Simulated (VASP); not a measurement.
A run of VASP 6.6.1 is set up as follows.

File INCAR:

```
  PREC = Accurate
  ENCUT = 520
  EDIFF = 1E-6
  ISMEAR = 0
  SIGMA = 0.1
  LREAL = False
  LASPH = True
  NELM = 60
  ALGO = Normal
  ISIF = 2
  LWAVE = False
  LCHARG = False
  GGA = PE
  NBANDS = 19
```

File KPOINTS:

```
regular mesh
0
Gamma
  9 9 4
```

The input POSCAR:

```
Cd
1.0
    2.9693476097      0.0000000000      0.0000000000
   -1.4846738049      2.5715304627      0.0000000000
    0.0000000000      0.0000000000      6.1541868607
Cd
2
Direct
    0.3333333333      0.6666666667      0.2500000000
    0.6666666667      0.3333333333      0.7500000000
```

Potentials or basis: VASP PAW PBE potentials, release 64 (Cd).

Command:

```bash
$ cat potpaw_PBE.64/Cd/POTCAR > POTCAR
$ mpirun -np 1 vasp_std > vasp.out
```

Question: What does it give for the band gap on the k mesh?

Answer: Zero (band 12 reaches 3.84 eV, above the bottom of band 13 at -0.51 eV).

Question: Estimate the pressure.

Answer: 0.3 GPa.

Stress tensor (GPa, compression positive):
```
0.33 0.00 0.00
0.00 0.33 0.00
0.00 0.00 0.15
```
